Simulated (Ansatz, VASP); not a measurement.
**GaN: VASP beside Ansatz**

```
N Ga
1.0
     3.18258    0.00000    0.00000
    -1.59129    2.75619    0.00000
     0.00000    0.00000   28.60339
N Ga
6 6
Cartesian
  0.0000 1.8375 7.5000
  1.5913 0.9187 10.0927
  0.0000 1.8375 12.6854
  1.5913 0.9187 15.2781
  0.0000 1.8375 17.8709
  1.5913 0.9187 20.4636
  1.5913 0.9187 8.1398
  0.0000 1.8375 10.7325
  1.5913 0.9187 13.3252
  0.0000 1.8375 15.9180
  1.5913 0.9187 18.5107
  0.0000 1.8375 21.1034
```

Alike in both runs: task single point; functional PBEsol; k mesh 9 × 9 × 1; occupations gaussian, width 0.05 eV; no spin polarisation.

```csv
,VASP,Ansatz
version,VASP 6.6.1,Ansatz 0.2.0
potentials or method,"VASP PAW PBE potentials, release 64 (N, Ga_d), cutoff 520 eV","scalar-relativistic, plane waves, PAW"
valence electrons in the cell,108,108
```

Ansatz gave:

| Item | Value |
| --- | --- |
| gap on the k mesh at the Fermi level (eV) | none |
| rms of the force components (eV/Å) | 0.493 |
| work function, face that differs most (eV) | 4.32 |

Estimate VASP's values.

gap on the k mesh at the Fermi level (eV): none; rms of the force components (eV/Å): 0.495; work function, face that differs most (eV): 4.33.

VASP's potentials were made for PBE, not for PBEsol. A gap of «none» marks a metal or a gap that the smearing closes. The functional is the same, so the differences come from potentials, cutoffs and numerics.
